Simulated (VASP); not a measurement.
Runs of VASP 6.6.1 on MgS. The structure is that of space group F-43m (No. 216), or close to it. The cells are those of the table. 

```csv
cell,gap on the mesh (eV),pressure (GPa)
"a = 3.952 Å, angles 60.0°, 2 atoms",3.48,(b)
"a = 4.059 Å, angles 60.0°, 2 atoms",3.10,-2.6
"a = 3.897 Å, angles 60.0°, 2 atoms",3.70,5.1
"a = 4.007 Å, angles 60.0°, 2 atoms",(a),-0.5
"a = 4.111 Å, angles 60.0°, 2 atoms",2.92,-4.2
```

Alike in all rows: task single point; level PBEsol; potentials or basis VASP PAW PBE potentials, release 64 (Mg, S); no spin polarisation; k mesh 5 × 5 × 5; cutoff (eV) 520; smearing gaussian 0.01 eV.

Estimate the missing entries.

(a) 3.28; (b) 2.0.

Caveats: the PAW data sets were made with another functional, which shifts forces and pressure a little.

A k mesh can miss the band edges.
